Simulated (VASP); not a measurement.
# Se (P4/nmm) in VASP: single point with PBEsol

Aim: the single point of Se with PBEsol.

All numbers are computed with VASP 6.6.1; they aren't measurements. Logs are shortened: lines on timing, memory, paths and dates and some standing lists are left out, and cuts for length are marked.

**1. The cell of the first run**

Symmetry: P4/nmm, No. 129, tetragonal system. The conventional cell has a = 4.364 Å, b = 4.364 Å, c = 6.159 Å, α = 90.00°, β = 90.00°, γ = 90.00°. Se (site symmetry 4mm) has 12 Se at 4.33 to 4.39 Å within 5.7 Å.

**2. Single point, PBEsol**

The input, INCAR:

```
SYSTEM = Se
  PREC = Accurate
  ENCUT = 500
  EDIFF = 1E-6
  ISMEAR = -1
  SIGMA = 0.1
  LREAL = .FALSE.
  LASPH = .TRUE.
  NELM = 120
  ALGO = Normal
  ISIF = 2
  LWAVE = .FALSE.
  LCHARG = .FALSE.
  GGA = PS
  NBANDS = 13
  GGA_COMPAT = .FALSE.
```

The input, KPOINTS:

```
Automatic mesh
0
G
  4 4 4
  0 0 0
```

The input, POSCAR:

```
Se
1.0
    4.3642300000      0.0000000000      0.0000000000
    0.0000000000      4.3642300000      0.0000000000
    0.0000000000      0.0000000000      6.1592400000
Se
2
Direct
    0.0000000000      0.5000000000      0.2530100000
    0.5000000000      0.0000000000      0.7469900000
```

Potentials or basis: VASP PAW PBE potentials, release 64 (Se).

Run with:

```
$ cat potpaw_PBE.64/Se/POTCAR > POTCAR
$ mpirun -np 1 vasp_std > vasp.out
```

OUTCAR:

```text
SYSTEM = Se
   PREC = Accurate
   ENCUT = 500
   EDIFF = 1E-6
   ISMEAR = -1
   LREAL = .FALSE.
   LASPH = .TRUE.
   NELM = 120
   ISIF = 2
   GGA = PS

 ion  position               nearest neighbor table
   1  0.000  0.500  0.253-
   2  0.500  0.000  0.747-

  LATTYP: Found a simple tetragonal cell.
 ALAT       =     4.3642300000
 C/A-ratio  =     1.4113005043

  Lattice vectors:

 A1 = (   4.3642300000,   0.0000000000,   0.0000000000)
 A2 = (   0.0000000000,   4.3642300000,   0.0000000000)
 A3 = (   0.0000000000,   0.0000000000,   6.1592400000)

Analysis of symmetry for initial positions (statically):
=====================================================================
 Subroutine PRICEL returns:
 Original cell was already a primitive cell.

 Routine SETGRP: Setting up the symmetry group for a
 simple tetragonal supercell.

 Subroutine GETGRP returns: Found 16 space group operations
 (whereof  8 operations were pure point group operations)
 out of a pool of 16 trial point group operations.

The static configuration has the point symmetry D_2d.
 The point group associated with its full space group is D_4h.

Analysis of symmetry for dynamics (positions and initial velocities):
=====================================================================
 Subroutine PRICEL returns:
 Original cell was already a primitive cell.

 Routine SETGRP: Setting up the symmetry group for a
 simple tetragonal supercell.

 Subroutine GETGRP returns: Found 16 space group operations
 (whereof  8 operations were pure point group operations)
 out of a pool of 16 trial point group operations.

The dynamic configuration has the point symmetry D_2d.
 The point group associated with its full space group is D_4h.

 Subroutine INISYM returns: Found 16 space group operations
 (whereof  8 operations are pure point group operations),
 and found     1 'primitive' translations

----------------------------------------------------------------------------------------

                                     Primitive cell

  volume of cell :     117.3120

  direct lattice vectors                    reciprocal lattice vectors
     4.364230000  0.000000000  0.000000000     0.229135495  0.000000000  0.000000000
     0.000000000  4.364230000  0.000000000     0.000000000  0.229135495  0.000000000
     0.000000000  0.000000000  6.159240000     0.000000000  0.000000000  0.162357693

  length of vectors
     4.364230000  4.364230000  6.159240000     0.229135495  0.229135495  0.162357693

  position of ions in fractional coordinates (direct lattice)
     0.000000000  0.500000000  0.253010000
     0.500000000  0.000000000  0.746990000

  ion indices of the primitive-cell ions
   primitive index   ion index
                 1           1
                 2           2

----------------------------------------------------------------------------------------

 KPOINTS: Automatic mesh

Automatic generation of k-mesh.
 Grid dimensions read from file:
 generate k-points for:    4    4    4

 Generating k-lattice:

  Cartesian coordinates                     Fractional coordinates (reciprocal lattice)
     0.057283874  0.000000000  0.000000000     0.250000000  0.000000000  0.000000000
     0.000000000  0.057283874  0.000000000     0.000000000  0.250000000  0.000000000
     0.000000000  0.000000000  0.040589423     0.000000000  0.000000000  0.250000000

  Length of vectors
     0.057283874  0.057283874  0.040589423

  Shift w.r.t. Gamma in fractional coordinates (k-lattice)
     0.000000000  0.000000000  0.000000000

 Subroutine IBZKPT returns following result:
 ===========================================

 Found     18 irreducible k-points:

 Following reciprocal coordinates:
            Coordinates               Weight
  0.000000  0.000000  0.000000      1.000000
  0.250000  0.000000  0.000000      4.000000
  0.500000  0.000000  0.000000      2.000000
  0.250000  0.250000  0.000000      4.000000
  0.500000  0.250000  0.000000      4.000000
  0.500000  0.500000  0.000000      1.000000
[... 10 lines left out ...]
  0.500000  0.250000  0.500000      4.000000
  0.500000  0.500000  0.500000      1.000000
   k-points           NKPTS =     18   k-points in BZ     NKDIM =     18   number of bands    NBANDS=     13
   number of dos      NEDOS =    301   number of ions     NIONS =      2
   total plane-waves  NPLWV =  49152
   dimension x,y,z NGX =    32 NGY =   32 NGZ =   48
   dimension x,y,z NGXF=    64 NGYF=   64 NGZF=   96
   ions per type =               2
   NGX,Y,Z   is equivalent  to a cutoff of  12.19, 12.19, 12.96 a.u.
   NGXF,Y,Z  is equivalent  to a cutoff of  24.38, 24.38, 25.91 a.u.
 SYSTEM =  Se
   PREC   = accura    normal or accurate (medium, high low for compatibility)
   ISTART =      0    job   : 0-new  1-cont  2-samecut
   ICHARG =      2    charge: 1-file 2-atom 10-const
   ISPIN  =      1    spin polarized calculation?
   LNONCOLLINEAR =      F non collinear calculations
   LSORBIT =      F    spin-orbit coupling
   LASPH  =      T    aspherical Exc in radial PAW
   ENCUT  =  500.0 eV  36.75 Ry    6.06 a.u.   7.96  7.96 11.23*2*pi/ulx,y,z
   NELM   =    120;   NELMIN=  2; NELMDL= -5     # of ELM steps
   EDIFF  = 0.1E-05   stopping-criterion for ELM
   LREAL  =      F    real-space projection
[... 7 lines left out ...]
   TEBEG  =    0.0;   TEEND  =   0.0 temperature during run
   PSTRESS=    0.0 pullay stress
   NELECT =      12.0000    total number of electrons
   NUPDOWN=      -1.0000    fix difference up-down
   EMIN   =  10.00;   EMAX   =-10.00  energy-range for DOS
   EFERMI =   0.00;   METHOD = LEGACY
   ISMEAR =    -1;   SIGMA  =   0.10  broadening in eV -4-tet -1-fermi 0-gaus
   EFERMI_NEDOS =   21; number of points for ismear=-14 and -15
   IALGO  =     38    algorithm
   IMIX   =      4    mixing-type and parameters
     AMIX     =   0.40;   BMIX     =  1.00
     AMIX_MAG =   1.60;   BMIX_MAG =  1.00
  volume/ion in A,a.u.               =      58.66       395.83
  Fermi-wavevector in a.u.,A,eV,Ry     =   0.765634  1.446838  7.975669  0.586195
  Thomas-Fermi vector in A             =   1.865797
   LORBIT       =      0    0 simple, 1 ext, 2 COOP (PROOUT), +10 PAW based schemes
   GGA     = PS    functional components
   LHFCALC =     F    Hartree Fock is set to
   AEXX    =    0.0000 exact exchange contribution
   IVDW    =     0    specifies the selected vdW correction
   LEPSILON=     F    determine dielectric tensor
   LRPA    =     F    only Hartree local field effects (RPA)
 non-spin polarized calculation
  energy-cutoff  :      500.00
  volume of cell :      117.31
 maximum number of plane-waves:      3048
 NGX is ok and might be reduce to    32
   NGX = 15   NGY = 15   NGZ = 23

 number of electron      12.0000003 magnetization

 Free energy of the ion-electron system (eV)
  ---------------------------------------------------
  ext. energy  EPLUGINS =         0.00000000
  ---------------------------------------------------
  free energy    TOTEN  =        -2.22732041 eV

  energy without entropy =       -1.92087675  energy(sigma->0) =       -2.07409858

 E-fermi :  -2.8300     XC(G=0):  -6.3544

 val. band max:       -2.8391772753   @ k =   0.2500   0.2500   0.2500
 cond. band min:      -2.8285207744   @ k =   0.5000   0.0000   0.2500
 fundamental gap:      0.0106565008
 Fermi energy:        -2.8299856649

 k-point     1 :       0.0000    0.0000    0.0000
  band No.  band energies     occupation
      1     -14.2294      2.00000
      2     -13.9192      2.00000
      3      -3.9964      1.99998
      4      -2.9907      1.66613
      5      -2.9907      1.66613
      6      -2.4034      0.02768
      7      -2.3970      0.02600
      8      -2.3970      0.02600
      9       2.1355      0.00000
     10       3.7706      0.00000
     11       4.8203      0.00000
     12       7.5591      0.00000
     13       7.5593      0.00000

 k-point     2 :       0.2500    0.0000    0.0000
  band No.  band energies     occupation
      1     -14.1480      2.00000
      2     -13.9250      2.00000
      3      -3.7545      1.99981
      4      -3.4457      1.99577
      5      -3.0853      1.85558
      6      -2.8629      1.16332
      7      -2.6072      0.19463
      8      -2.4345      0.03760
      9       3.2078      0.00000
     10       4.4850      0.00000
     11       5.6151      0.00000
     12       6.5517      0.00000
     13       7.3296      0.00000

 k-point     3 :       0.5000    0.0000    0.0000
  band No.  band energies     occupation
      1     -13.9980      2.00000
      2     -13.9980      2.00000
      3      -3.7250      1.99974
      4      -3.7250      1.99974
      5      -3.1639      1.93151
      6      -3.1639      1.93151
      7      -2.6028      0.18694
      8      -2.6028      0.18694
      9       4.9874      0.00000
     10       4.9874      0.00000
     11       5.9465      0.00000
     12       5.9465      0.00000
     13       6.3425      0.00000
[... 209 lines left out ...]
 k-point    17 :       0.5000    0.2500    0.5000
  band No.  band energies     occupation
      1     -13.9578      2.00000
      2     -13.9578      2.00000
      3      -3.9315      1.99997
      4      -3.9315      1.99997
      5      -3.1123      1.88786
      6      -3.1123      1.88786
      7      -2.7568      0.64978
      8      -2.7568      0.64978
      9       5.0495      0.00000
     10       5.0495      0.00000
     11       5.5476      0.00000
     12       5.5476      0.00000
     13       6.9559      0.00000

 k-point    18 :       0.5000    0.5000    0.5000
  band No.  band energies     occupation
      1     -13.9194      2.00000
      2     -13.9194      2.00000
      3      -3.5664      1.99873
      4      -3.5664      1.99873
      5      -3.5176      1.99794
      6      -3.5176      1.99794
      7      -3.0863      1.85685
      8      -3.0863      1.85685
      9       4.9184      0.00000
     10       4.9184      0.00000
     11       6.3891      0.00000
     12       6.3908      0.00000
     13       6.4361      0.00000

------------------------ aborting loop because EDIFF is reached ----------------------------------------

  FORCE on cell =-STRESS in cart. coord.  units (eV):
  Direction    XX          YY          ZZ          XY          YZ          ZX
  --------------------------------------------------------------------------------------
  -------------------------------------------------------------------------------------
  Total       -3.4842930     -3.4842930     -3.3624412      0.0000000      0.0000000     -0.0000000
  in kB      -47.5864019    -47.5864019    -45.9222217      0.0000000      0.0000000     -0.0000000
  external PRESSURE =     -47.0316752 kB  Pullay stress =       0.0000000 kB

 VOLUME and BASIS-vectors are now :
 -----------------------------------------------------------------------------
  energy-cutoff  :      500.00
  volume of cell :      117.31
      direct lattice vectors                 reciprocal lattice vectors
     4.364230000  0.000000000  0.000000000     0.229135495  0.000000000  0.000000000
     0.000000000  4.364230000  0.000000000     0.000000000  0.229135495  0.000000000
     0.000000000  0.000000000  6.159240000     0.000000000  0.000000000  0.162357693

 POSITION                                       TOTAL-FORCE (eV/Angst)
 -----------------------------------------------------------------------------------
      0.00000      2.18212      1.55835         0.000000      0.000000      0.057762
      2.18212      0.00000      4.60089        -0.000000      0.000000     -0.057762
 -----------------------------------------------------------------------------------
    total drift:                                0.000000      0.000000      0.000000

  FREE ENERGIE OF THE ION-ELECTRON SYSTEM (eV)
  ---------------------------------------------------
  free  energy   TOTEN  =        -2.2273204056 eV

  energy  without entropy=       -1.9208767525  energy(sigma->0) =       -2.07409858
```

Run time: 19 s. Hardware: 1 thread of Intel Xeon 8259CL, shared host; peak memory 0.21 GiB.

What came out:

- Free energy: -2.2273 eV
- Pressure: -4.7 GPa
- Largest force: 0.058 eV/Å
- Band gap on the k mesh: zero (bands 6 and 7 overlap by 0.68 eV)

Forces in eV/Å, atoms in the order of the input:
```
Se   0.000  0.000  0.058
Se   0.000  0.000 -0.058
```

Stress tensor (GPa, compression positive):
```
-4.76  0.00  0.00
 0.00 -4.76  0.00
 0.00  0.00 -4.59
```

Caveat: the cell stands under tension; the nearest neighbours stand farther apart than a usual bond; the PAW data sets were made with another functional, which shifts forces and pressure a little; this functional lacks dispersion, which binds layers or chains, so the pressure and a relaxed spacing across them are unreliable.
